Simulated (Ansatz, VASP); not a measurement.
## One calculation of CuAs, two programs

```
CELL_PARAMETERS angstrom
3.69150 0.00000 0.00000
-1.84575 3.19693 0.00000
0.00000 0.00000 5.24670
ATOMIC_POSITIONS crystal
Cu 0.00000 0.00000 0.50000
Cu 0.00000 0.00000 0.00000
As 0.66667 0.33333 0.75000
As 0.33333 0.66667 0.25000
```

Alike in both runs: task single point; functional LDA; k mesh 12 × 12 × 8; occupations gaussian, width 0.15 eV; no spin polarisation.

```csv
,VASP,Ansatz
version,VASP 6.6.1,Ansatz 0.2.0
potentials or method,"VASP PAW LDA potentials, release 64 (Cu, As), cutoff 520 eV","scalar-relativistic, plane waves, PAW"
valence electrons in the cell,32,68
```

Ansatz gave:

```
gap on the k mesh at the Fermi level (eV)                     : none
pressure (GPa)                                                : -3.2
traceless stress, the component that is largest in VASP (GPa) : -5.91
```

Question: Which values does VASP return?

Answer: gap on the k mesh at the Fermi level (eV): none; pressure (GPa): -2.7; traceless stress, the component that is largest in VASP (GPa): -5.85.

LDA's correlation is that of Perdew and Zunger in VASP and of Perdew and Wang (1992) in Ansatz. A gap of «none» marks a metal or a gap that the smearing closes. VASP's potentials hold 32 valence electrons a cell and Ansatz's 68, so a difference there can come from the potentials and not from the codes.
